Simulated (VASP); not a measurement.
# Al12H in VASP: notebook

Al12H is run at these levels: PBEsol; tasks: single point.

Program: VASP 6.6.1. These are calculated values, not measurements. Logs are shortened: lines on timing, memory, paths and dates and some standing lists are left out, and cuts for length are marked.

**1. The cell of the first run**

The cell holds a slab with vacuum, 13 atoms: a = 5.679 Å, b = 5.679 Å, c = 21.141 Å, α = 90.00°, β = 90.00°, γ = 90.00°.

**2. Single point, PBEsol**

The input, INCAR:

```
SYSTEM = Al12H
ALGO = Normal
DIPOL = 0.5 0.5 0.295
EDIFF = 1E-6
ENCUT = 520
GGA = PS
IDIPOL = 3
ISIF = 2
ISMEAR = 0
LASPH = .True.
LCHARG = .True.
LDIPOL = .True.
LELF = .True.
LREAL = .False.
LVACPOTAV = .True.
LVHAR = .True.
LWAVE = .False.
NBANDS = 30
NELM = 60
PREC = Accurate
SIGMA = 0.1
```

The input, KPOINTS:

```
k-points
0
Gamma
  5 5 1
  0 0 0
```

The input, POSCAR:

```
Al12H
1.0
    5.6788540124      0.0000000000      0.0000000000
    0.0000000000      5.6788540124      0.0000000000
    0.0000000000      0.0000000000     21.1413451746
Al H
12 1
Direct
    0.2500000000      0.2500000000      0.1892027195
    0.2500000000      0.7500000000      0.1892027195
    0.7500000000      0.2500000000      0.1892027195
    0.7500000000      0.7500000000      0.1892027195
    0.0000000000      0.0000000000      0.2870821533
    0.0000000000      0.5000000000      0.2870821533
    0.5000000000      0.0000000000      0.2870821533
    0.5000000000      0.5000000000      0.2870821533
    0.2500000000      0.2500000000      0.3850911618
    0.2500000000      0.7500000000      0.3850911618
    0.7500000000      0.2500000000      0.3850911618
    0.7500000000      0.7500000000      0.3850911618
    0.4166666667      0.4166666667      0.3940782909
```

Potentials or basis: VASP PAW PBE potentials, release 64 (Al, H).

Command:

```sh
cat potpaw_PBE.64/Al/POTCAR potpaw_PBE.64/H/POTCAR > POTCAR
mpirun -np 1 vasp_std > vasp.out
```

OUTCAR:

```text
SYSTEM = Al12H
   EDIFF = 1E-6
   ENCUT = 520
   GGA = PS
   ISIF = 2
   ISMEAR = 0
   LASPH = .True.
   LREAL = .False.
   NELM = 60
   PREC = Accurate

 ion  position               nearest neighbor table
   1  0.250  0.250  0.189-   2 2.84   3 2.84   2 2.84   3 2.84   7 2.88   8 2.88   5 2.88   6 2.88

   2  0.250  0.750  0.189-   1 2.84   4 2.84   1 2.84   4 2.84   7 2.88   8 2.88   5 2.88   6 2.88

   3  0.750  0.250  0.189-   1 2.84   4 2.84   4 2.84   1 2.84   7 2.88   8 2.88   5 2.88   6 2.88
[... 4 lines left out ...]
                            11 2.89  12 2.89   9 2.89  10 2.89
   6  0.000  0.500  0.287-   5 2.84   8 2.84   5 2.84   8 2.84   1 2.88   2 2.88   3 2.88   4 2.88
                            11 2.89  12 2.89   9 2.89  10 2.89
   7  0.500  0.000  0.287-   5 2.84   8 2.84   8 2.84   5 2.84   1 2.88   2 2.88   3 2.88   4 2.88
                            11 2.89  12 2.89   9 2.89  10 2.89
   8  0.500  0.500  0.287-   6 2.84   7 2.84   7 2.84   6 2.84   1 2.88   2 2.88   3 2.88   4 2.88
                            11 2.89  12 2.89   9 2.89  10 2.89
   9  0.250  0.250  0.385-  13 1.35  11 2.84  10 2.84  10 2.84  11 2.84   6 2.89   7 2.89   8 2.89
                             5 2.89
  10  0.250  0.750  0.385-  13 2.12  12 2.84   9 2.84   9 2.84  12 2.84   6 2.89   7 2.89   8 2.89
                             5 2.89
  11  0.750  0.250  0.385-  13 2.12  12 2.84   9 2.84  12 2.84   9 2.84   6 2.89   7 2.89   8 2.89
                             5 2.89
  12  0.750  0.750  0.385-  10 2.84  11 2.84  11 2.84  10 2.84   5 2.89   6 2.89   7 2.89   8 2.89

  13  0.417  0.417  0.394-   9 1.35  10 2.12  11 2.12

  LATTYP: Found a simple tetragonal cell.
 ALAT       =     5.6788540124
 C/A-ratio  =     3.7228189223

  Lattice vectors:

 A1 = (   5.6788540124,   0.0000000000,   0.0000000000)
 A2 = (   0.0000000000,   5.6788540124,   0.0000000000)
 A3 = (   0.0000000000,   0.0000000000,  21.1413451746)

Analysis of symmetry for initial positions (statically):
=====================================================================
 Subroutine PRICEL returns:
 Original cell was already a primitive cell.

 Routine SETGRP: Setting up the symmetry group for a
 simple tetragonal supercell.

 Subroutine GETGRP returns: Found  2 space group operations
 (whereof  2 operations were pure point group operations)
 out of a pool of 16 trial point group operations.

The static configuration has the point symmetry C_1h.

Analysis of symmetry for dynamics (positions and initial velocities):
=====================================================================
 Subroutine PRICEL returns:
 Original cell was already a primitive cell.

 Routine SETGRP: Setting up the symmetry group for a
 simple tetragonal supercell.

 Subroutine GETGRP returns: Found  2 space group operations
 (whereof  2 operations were pure point group operations)
 out of a pool of 16 trial point group operations.

The dynamic configuration has the point symmetry C_1h.

 Subroutine INISYM returns: Found  2 space group operations
 (whereof  2 operations are pure point group operations),
 and found     1 'primitive' translations

----------------------------------------------------------------------------------------

                                     Primitive cell

  volume of cell :     681.7953

  direct lattice vectors                    reciprocal lattice vectors
     5.678854012  0.000000000  0.000000000     0.176091866  0.000000000  0.000000000
     0.000000000  5.678854012  0.000000000     0.000000000  0.176091866  0.000000000
     0.000000000  0.000000000 21.141345175     0.000000000  0.000000000  0.047300680

  length of vectors
     5.678854012  5.678854012 21.141345175     0.176091866  0.176091866  0.047300680

  position of ions in fractional coordinates (direct lattice)
     0.250000000  0.250000000  0.189202720
     0.250000000  0.750000000  0.189202720
     0.750000000  0.250000000  0.189202720
     0.750000000  0.750000000  0.189202720
     0.000000000  0.000000000  0.287082153
     0.000000000  0.500000000  0.287082153
     0.500000000  0.000000000  0.287082153
     0.500000000  0.500000000  0.287082153
     0.250000000  0.250000000  0.385091162
     0.250000000  0.750000000  0.385091162
     0.750000000  0.250000000  0.385091162
     0.750000000  0.750000000  0.385091162
     0.416666667  0.416666667  0.394078291

  ion indices of the primitive-cell ions
   primitive index   ion index
                 1           1
                 2           2
                 3           3
[... 33 lines left out ...]
 ===========================================

 Found      9 irreducible k-points:

 Following reciprocal coordinates:
            Coordinates               Weight
  0.000000  0.000000  0.000000      1.000000
  0.200000  0.000000  0.000000      4.000000
  0.400000  0.000000  0.000000      4.000000
  0.200000  0.200000  0.000000      2.000000
 -0.200000  0.200000  0.000000      2.000000
  0.400000  0.200000  0.000000      4.000000
 -0.200000  0.400000  0.000000      4.000000
  0.400000  0.400000  0.000000      2.000000
 -0.400000  0.400000  0.000000      2.000000
   k-points           NKPTS =      9   k-points in BZ     NKDIM =      9   number of bands    NBANDS=     30
   number of dos      NEDOS =    301   number of ions     NIONS =     13
   total plane-waves  NPLWV = 282240
   dimension x,y,z NGX =    42 NGY =   42 NGZ =  160
   dimension x,y,z NGXF=    84 NGYF=   84 NGZF=  320
   ions per type =              12   1
   NGX,Y,Z   is equivalent  to a cutoff of  12.30, 12.30, 12.58 a.u.
   NGXF,Y,Z  is equivalent  to a cutoff of  24.59, 24.59, 25.16 a.u.
 SYSTEM =  Al12H
   PREC   = accura    normal or accurate (medium, high low for compatibility)
   ISTART =      0    job   : 0-new  1-cont  2-samecut
   ICHARG =      2    charge: 1-file 2-atom 10-const
   ISPIN  =      1    spin polarized calculation?
   LNONCOLLINEAR =      F non collinear calculations
   LSORBIT =      F    spin-orbit coupling
   LASPH  =      T    aspherical Exc in radial PAW
   ENCUT  =  520.0 eV  38.22 Ry    6.18 a.u.  10.56 10.56 39.31*2*pi/ulx,y,z
   NELM   =     60;   NELMIN=  2; NELMDL= -5     # of ELM steps
   EDIFF  = 0.1E-05   stopping-criterion for ELM
   LREAL  =      F    real-space projection
   EDIFFG = 0.1E-04   stopping-criterion for IOM
   NSW    =      0    number of steps for IOM
   IBRION =     -1    ionic relax: 0-MD 1-quasi-New 2-CG
   NFREE  =      0    steps in history (QN), initial steepest desc. (CG)
   ISIF   =      2    stress and relaxation
   ISYM   =      2    0-nonsym 1-usesym 2-fastsym
   POTIM  = 0.5000    time-step for ionic-motion
   TEBEG  =    0.0;   TEEND  =   0.0 temperature during run
   PSTRESS=    0.0 pullay stress
   NELECT =      37.0000    total number of electrons
   NUPDOWN=      -1.0000    fix difference up-down
   EMIN   =  10.00;   EMAX   =-10.00  energy-range for DOS
   EFERMI =   0.00;   METHOD = LEGACY
   ISMEAR =     0;   SIGMA  =   0.10  broadening in eV -4-tet -1-fermi 0-gaus
   EFERMI_NEDOS =   21; number of points for ismear=-14 and -15
   IALGO  =     38    algorithm
   IMIX   =      4    mixing-type and parameters
     AMIX     =   0.40;   BMIX     =  1.00
     AMIX_MAG =   1.60;   BMIX_MAG =  1.00
  volume/ion in A,a.u.               =      52.45       353.92
  Fermi-wavevector in a.u.,A,eV,Ry     =   0.619808  1.171268  5.226846  0.384162
  Thomas-Fermi vector in A             =   1.678737
   LORBIT       =      0    0 simple, 1 ext, 2 COOP (PROOUT), +10 PAW based schemes
   GGA     = PS    functional components
   LHFCALC =     F    Hartree Fock is set to
   AEXX    =    0.0000 exact exchange contribution
   IVDW    =     0    specifies the selected vdW correction
   LEPSILON=     F    determine dielectric tensor
   LRPA    =     F    only Hartree local field effects (RPA)
 non-spin polarized calculation
 Gauss-broadening in eV      SIGMA  =   0.10
  energy-cutoff  :      520.00
  volume of cell :      681.80
 maximum number of plane-waves:     18411
 NGX is ok and might be reduce to    42
   NGX = 21   NGY = 21   NGZ = 79

 dipolmoment           0.000000      0.000000      0.023250 electrons x Angstroem

 number of electron      36.9999998 magnetization

 dipolmoment           0.000000      0.000000     -0.024119 electrons x Angstroem

 Free energy of the ion-electron system (eV)
  ---------------------------------------------------
  ext. energy  EPLUGINS =         0.00000000
  ---------------------------------------------------
  free energy    TOTEN  =       -46.69915637 eV

  energy without entropy =      -46.67870908  energy(sigma->0) =      -46.68893273

 E-fermi :  -0.7295     XC(G=0):  -3.9295

 val. band max:       -0.7490339180   @ k =   0.4000   0.4000   0.0000
 cond. band min:      -0.7013495215   @ k =  -0.4000   0.4000   0.0000
 fundamental gap:      0.0476843966
 Fermi energy:        -0.7295458557

 k-point     1 :       0.0000    0.0000    0.0000
  band No.  band energies     occupation
      1     -11.2650      2.00000
      2      -9.5367      2.00000
      3      -7.4980      2.00000
      4      -6.5979      2.00000
      5      -6.5495      2.00000
      6      -6.4549      2.00000
[... 286 lines left out ...]
     29       2.1877      0.00000
     30       2.6976      0.00000

------------------------ aborting loop because EDIFF is reached ----------------------------------------

  FORCE on cell =-STRESS in cart. coord.  units (eV):
  Direction    XX          YY          ZZ          XY          YZ          ZX
  --------------------------------------------------------------------------------------
  -------------------------------------------------------------------------------------
  Total       -4.3268262     -4.3268262      2.0338275      4.6353654      0.4400887      0.4400888
  in kB      -10.1677769    -10.1677769      4.7793703     10.8928252      1.0341815      1.0341818
  external PRESSURE =      -5.1853945 kB  Pullay stress =       0.0000000 kB

 VOLUME and BASIS-vectors are now :
 -----------------------------------------------------------------------------
  energy-cutoff  :      520.00
  volume of cell :      681.80
      direct lattice vectors                 reciprocal lattice vectors
     5.678854012  0.000000000  0.000000000     0.176091866  0.000000000  0.000000000
     0.000000000  5.678854012  0.000000000     0.000000000  0.176091866  0.000000000
     0.000000000  0.000000000 21.141345175     0.000000000  0.000000000  0.047300680

 POSITION                                       TOTAL-FORCE (eV/Angst)
 -----------------------------------------------------------------------------------
      1.41971      1.41971      4.00000         0.000840      0.000840     -0.143341
      1.41971      4.25914      4.00000         0.020249      0.000430     -0.059732
      4.25914      1.41971      4.00000         0.000430      0.020249     -0.059732
      4.25914      4.25914      4.00000        -0.019224     -0.019224     -0.023290
      0.00000      0.00000      6.06930        -0.046319     -0.046319     -0.026399
      0.00000      2.83943      6.06930         0.050548      0.024544     -0.000184
      2.83943      0.00000      6.06930         0.024544      0.050548     -0.000184
      2.83943      2.83943      6.06930         0.117651      0.117651     -0.250190
      1.41971      1.41971      8.14135        -4.491337     -4.491337     -1.048691
      1.41971      4.25914      8.14135        -0.107144      0.296633     -0.000117
      4.25914      1.41971      8.14135         0.296633     -0.107144     -0.000117
      4.25914      4.25914      8.14135         0.189707      0.189707      0.049886
      2.36619      2.36619      8.33135         3.963422      3.963422      1.562090
 -----------------------------------------------------------------------------------
    total drift:                               -0.000061     -0.000061      0.000005

  FREE ENERGIE OF THE ION-ELECTRON SYSTEM (eV)
  ---------------------------------------------------
  free  energy   TOTEN  =       -46.6991563686 eV

  energy  without entropy=      -46.6787090832  energy(sigma->0) =      -46.68893273

 vacuum level on the upper side and lower side of the slab         3.606         3.741
```

It took 12 min on 1 thread of Intel Xeon 8259CL, shared host; peak memory 0.66 GiB.

Results:

```yaml
Free_energy: -46.6992 eV
Largest_force: 6.438 eV/Å
Band_gap_on_the_k_mesh: zero (an odd number of electrons rules out a gap without spin polarisation)
```

Forces on the atoms (eV/Å):
```
Al   0.001  0.001 -0.143
Al   0.020  0.000 -0.060
Al   0.000  0.020 -0.060
Al  -0.019 -0.019 -0.023
Al  -0.046 -0.046 -0.026
Al   0.051  0.025  0.000
Al   0.025  0.051  0.000
Al   0.118  0.118 -0.250
Al  -4.491 -4.491 -1.049
Al  -0.107  0.297  0.000
Al   0.297 -0.107  0.000
Al   0.190  0.190  0.050
H    3.963  3.963  1.562
```

Caveat: the PAW data sets were made with another functional, which shifts forces and pressure a little.

**3. Single point, PBEsol**

The input, INCAR:

```
PREC = Accurate
ENCUT = 520
EDIFF = 1E-6
ISMEAR = 0
SIGMA = 0.1
LREAL = F
LASPH = T
NELM = 80
ALGO = Normal
ISIF = 2
LWAVE = F
LCHARG = F
LDIPOL = T
IDIPOL = 3
DIPOL = 0.5 0.5 0.302
GGA = PS
NBANDS = 30
```

The input, KPOINTS:

```
Automatic mesh
0
Gamma
  5 5 1
```

Changes to POSCAR since step 2:

```diff
@@ -20,2 +20,2 @@
     0.7500000000      0.7500000000      0.3850911618
-    0.4166666667      0.4166666667      0.3940782909
+    0.4166666667      0.4166666667      0.4830035691
```

Potentials or basis: VASP PAW PBE potentials, release 64 (Al, H).

Command:

```sh
cat potpaw_PBE.64/Al/POTCAR potpaw_PBE.64/H/POTCAR > POTCAR
mpirun -np 1 vasp_std > vasp.out
```

Wall time 12 min (1 thread of Intel Xeon 8259CL, shared host); peak memory 0.63 GiB.

The run converged. Its results:

```
Free energy            : -46.7365 eV
Largest force          : 1.591 eV/Å
Band gap on the k mesh : zero (an odd number of electrons rules out a gap without spin polarisation)
```

Forces in eV/Å, atoms in the order of the input:
```
Al  -0.003 -0.003  0.063
Al  -0.081 -0.025  0.017
Al  -0.025 -0.081  0.017
Al   0.066  0.066 -0.082
Al  -0.080 -0.080 -0.057
Al   0.042  0.065  0.019
Al   0.065  0.042  0.019
Al  -0.007 -0.007  0.161
Al   0.225  0.225  0.906
Al  -0.048  0.041  0.194
Al   0.041 -0.048  0.194
Al   0.119  0.119  0.076
H   -0.315 -0.315 -1.527
```

Levels at points of the mesh, in eV from the Fermi level:
| k point | band 15 | band 16 | band 17 | band 18 | band 19 | band 20 | band 21 | band 22 | band 23 | band 24 |
| --- | --- | --- | --- | --- | --- | --- | --- | --- | --- | --- |
| (0.00, 0.00, 0.00) | -0.96 | -0.73 | -0.71 | -0.42 | -0.32 | 0.02 | 0.04 | 0.04 | 0.56 | 1.56 |

Caveat: the PAW data sets were made with another functional, which shifts forces and pressure a little.

**4. Single point, PBEsol**

The input, INCAR:

```
SYSTEM = Al12H
PREC     = Accurate       ! precision mode
ENCUT    = 520            ! plane-wave cutoff, eV
EDIFF    = 1E-6           ! SCF threshold, eV
ISMEAR   = 0              ! smearing method
SIGMA    = 0.1            ! smearing width, eV
LREAL    = .FALSE.        ! projectors in reciprocal space
LASPH    = .TRUE.         ! aspherical terms in the spheres
NELM     = 100            ! most SCF steps
ALGO     = Normal         ! electronic algorithm
ISIF     = 2              ! what is computed and relaxed
LWAVE    = .FALSE.        ! write WAVECAR
LCHARG   = .TRUE.         ! write CHGCAR
LDIPOL   = .TRUE.       
IDIPOL   = 3            
DIPOL    = 0.5 0.5 0.307
GGA      = PS             ! functional
LELF     = .TRUE.         ! ELF
LVHAR    = .TRUE.       
LVACPOTAV= .TRUE.       
NBANDS   = 30             ! bands
```

The input, KPOINTS:

```
regular mesh
0
G
  5 5 1
  0 0 0
```

Changes to POSCAR since step 3:

```diff
@@ -20,2 +20,2 @@
     0.7500000000      0.7500000000      0.3850911618
-    0.4166666667      0.4166666667      0.4830035691
+    0.4166666667      0.4166666667      0.5397643849
```

Command:

```sh
cat potpaw_PBE.64/Al/POTCAR potpaw_PBE.64/H/POTCAR > POTCAR
mpirun -np 1 vasp_std > vasp.out
```

It took 13 min on 1 thread of Intel Xeon 8259CL, shared host; peak memory 0.66 GiB.

The run converged. Its results:

```
Free energy            : -45.3606 eV
Largest force          : 0.691 eV/Å
Band gap on the k mesh : zero (an odd number of electrons rules out a gap without spin polarisation)
```

Forces in eV/Å, atoms in the order of the input:
```
Al  -0.009 -0.009  0.057
Al  -0.047  0.002  0.030
Al   0.002 -0.047  0.030
Al   0.042  0.042 -0.026
Al  -0.030 -0.030 -0.029
Al   0.003  0.030  0.002
Al   0.030  0.003  0.002
Al   0.003  0.003  0.063
Al  -0.001 -0.001  0.289
Al  -0.046  0.036  0.105
Al   0.036 -0.046  0.105
Al   0.058  0.058  0.060
H   -0.042 -0.042 -0.688
```

Levels at points of the mesh, in eV from the Fermi level:
```tsv
k point	band 17	band 18	band 19	band 20	band 21	band 22
(0.00, 0.00, 0.00)	-0.74	-0.37	-0.21	0.00	0.01	0.01
```

Caveat: the PAW data sets were made with another functional, which shifts forces and pressure a little.

**5. Overview**

```csv
cell,gap on the mesh (eV),largest force (eV/Å)
"as given, atomic positions A",none,6.44
"as given, atomic positions B",none,1.59
"as given, atomic positions C",none,0.69
```

Alike in all rows: task single point; level PBEsol; potentials or basis VASP PAW PBE potentials, release 64 (Al, H); no spin polarisation; k mesh 5 × 5 × 1; cutoff (eV) 520; smearing gaussian 0.1 eV.

Caveats: the PAW data sets were made with another functional, which shifts forces and pressure a little.

Total energies depend on the potentials used, so only differences within one code and one set of settings carry meaning.

The gap in the log of VASP goes by the Fermi energy; the results here count the filled bands.